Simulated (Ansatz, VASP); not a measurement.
# Two plane-wave programs on C

```
C
1.0
    -2.51802    0.00000    0.00000
    -1.25901   -2.18067    0.00000
    -1.57389   -0.90868   16.60918
C
16
Direct
  0.72019 0.72019 0.67148
  0.92854 0.92854 0.17148
  0.61602 0.61602 0.92148
  0.82437 0.82437 0.42148
  0.65476 0.65476 0.82852
  0.86311 0.86311 0.32852
  0.96728 0.96728 0.07852
  0.75893 0.75893 0.57852
  0.04049 0.04049 0.70276
  0.24884 0.24884 0.20276
  0.26965 0.26965 0.95276
  0.47800 0.47800 0.45276
  0.00113 0.00113 0.79724
  0.20948 0.20948 0.29724
  0.64698 0.64698 0.04724
  0.43863 0.43863 0.54724
```

Alike in both runs: task single point; functional PBE; k mesh 10 × 10 × 2; occupations gaussian, width 0.05 eV; no spin polarisation.

|  | VASP | Ansatz |
| --- | --- | --- |
| version | VASP 6.6.1 | Ansatz 0.2.0 |
| potentials or method | VASP PAW PBE potentials, release 64 (C), cutoff 520 eV | scalar-relativistic, plane waves, PAW |
| valence electrons in the cell | 64 | 64 |

```csv
,VASP,Ansatz,Ansatz less VASP
gap on the k mesh at the Fermi level (eV),none,none,-
pressure (GPa),3.3,2.7,-0.64
"traceless stress, the component that is largest in VASP (GPa)",11.91,11.97,+0.067
rms of the force components (eV/Å),0.742,0.746,+0.0048
```

Atom by atom the forces differ by 0.006 eV/Å (rms over components). A gap of «none» marks a metal or a gap that the smearing closes. The functional is the same, so the differences come from potentials, cutoffs and numerics.
